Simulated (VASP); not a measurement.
**SnO2 (Cassiterite): single point with r2SCAN**

Crystal: SnO2 (Cassiterite).

```
Sn O
1.0
     4.69430    0.00000    0.00000
     0.00000    4.69430    0.00000
     0.00000    0.00000    3.15690
Sn O
2 4
Direct
  0.00000 0.00000 0.00000
  0.50000 0.50000 0.50000
  0.30503 0.30503 0.00000
  0.19497 0.80503 0.50000
  0.69497 0.69497 0.00000
  0.80503 0.19497 0.50000
```

| Quantity | Value |
| --- | --- |
| Program | VASP 6.6.1 |
| Task | single point |
| Functional | r2SCAN |
| Potentials or basis | VASP PAW PBE potentials, release 64 (Sn_d, O) |
| Cutoff | 520 eV |
| k mesh | 6 × 6 × 10 |
| Occupations | fermi-dirac, width 0.02 eV |
| Spin | no spin polarisation |

```yaml
Pressure: 11.0 GPa
Largest_force: 0.027 eV/Å
Band_gap_on_the_k_mesh: 2.29 eV, direct
```

Forces on the atoms (eV/Å):
```
Sn   0.000  0.000  0.000
Sn   0.000  0.000  0.000
O   -0.019 -0.019  0.000
O    0.019 -0.019  0.000
O    0.019  0.019  0.000
O   -0.019  0.019  0.000
```

Stress tensor (GPa, compression positive):
```
10.07  0.00  0.00
 0.00 10.07  0.00
 0.00  0.00 12.89
```

Levels at points of the mesh, in eV from the valence-band top:
```tsv
k point	band 24	band 25	band 26	band 27	band 28	band 29
(0.00, 0.00, 0.00)	-0.82	-0.82	0.00	2.29	7.25	7.29
(0.50, 0.00, 0.00)	-1.16	-0.64	-0.64	5.49	5.49	8.08
(0.50, 0.50, 0.00)	-1.28	-0.97	-0.97	5.97	5.97	8.56
(0.00, 0.00, 0.50)	-1.78	-1.33	-1.33	7.39	7.39	10.84
(0.50, 0.00, 0.50)	-1.19	-0.65	-0.65	7.68	7.68	9.22
(0.50, 0.50, 0.50)	-0.99	-0.91	-0.91	5.94	5.94	9.89
```

Run time: 5.8 min on 1 thread of Intel(R) Xeon(R) Platinum 8259CL CPU @ 2.50GHz (Skylake/Cascade Lake), on a shared host, peak memory 0.26 GiB.

Caveat: the PAW data sets were made with another functional, which shifts forces and pressure a little; spin-orbit coupling is left out, which moves the levels of the heavy elements. r2SCAN opens gaps a little over a GGA but as a rule still falls short of measured ones.
